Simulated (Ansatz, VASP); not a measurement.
**Co in VASP and in Ansatz**

Contents of INCAR:

```
SYSTEM = Co
  PREC = Accurate
  ENCUT = 520
  EDIFF = 1E-6
  ISMEAR = -1
  SIGMA = 0.05
  LREAL = .False.
  LASPH = .True.
  NELM = 150
  ALGO = Normal
  ISIF = 2
  LWAVE = .False.
  LCHARG = .False.
  ISPIN = 2
  MAGMOM = 0.3 0.3
  LORBIT = 11
  LMAXMIX = 4
  GGA = PE
  NBANDS = 20
```

The input KPOINTS:

```
Automatic mesh
0
Gamma
  11 11 6
  0 0 0
```

Contents of POSCAR:

```
Co
1.0
    2.5053999800      0.0000000000      0.0000000000
   -1.2526999900      2.1697400300      0.0000000000
    0.0000000000      0.0000000000      4.0893000000
Co
2
Direct
    0.3333333300      0.6666666700      0.2500000000
    0.6666666700      0.3333333300      0.7500000000
```

Input for Ansatz:

```yaml
crystal:
  lattice:
    - [2.50539998, 0.0, 0.0]
    - [-1.25269999, 2.16974003, 0.0]
    - [0.0, 0.0, 4.0893]
  atoms:
    - { symbol: Co, position: [0.33333333, 0.66666667, 0.25], spin: 0.3 }
    - { symbol: Co, position: [0.66666667, 0.33333333, 0.75], spin: 0.3 }
magnetization:
  spin_polarized: true
hamiltonian:
  xc: pbe
  pseudopotentials: { kind: paw }
basis:
  ecutwfc: 420
kpoints:
  mp_grid: { grid: [11, 11, 6] }
scf:
  occupations: { method: fermi_dirac, width: 0.05 }
  lower_state_search: "off"
output:
  forces: true
  stress: true
```

Change from the starting cell: parallel moments scaled by 0.1, free total moment.

Alike in both runs: task single point; functional PBE; k mesh 11 × 11 × 6; occupations fermi-dirac, width 0.05 eV; collinear spin.

|  | VASP | Ansatz |
| --- | --- | --- |
| version | VASP 6.6.1 | Ansatz 0.2.0 |
| potentials or method | VASP PAW PBE potentials, release 64 (Co), cutoff 520 eV | PAW, plane waves, scalar-relativistic |
| valence electrons in the cell | 18 | 34 |

|  | VASP | Ansatz | Ansatz less VASP |
| --- | --- | --- | --- |
| pressure (GPa) | -6.1 | -5.6 | +0.49 |
| traceless stress, the component that is largest in VASP (GPa) | -1.64 | -1.56 | +0.084 |
| net moment per atom (μB) | 1.57 | 1.57 | +0.006 |
| size of the moment on the site where the two differ most (μB) | 1.60 | 1.66 | +0.060 |

Site moments also hang on the region over which each program counts them. VASP's potentials hold 18 valence electrons a cell and Ansatz's 34, so a difference there can come from the potentials and not from the codes.
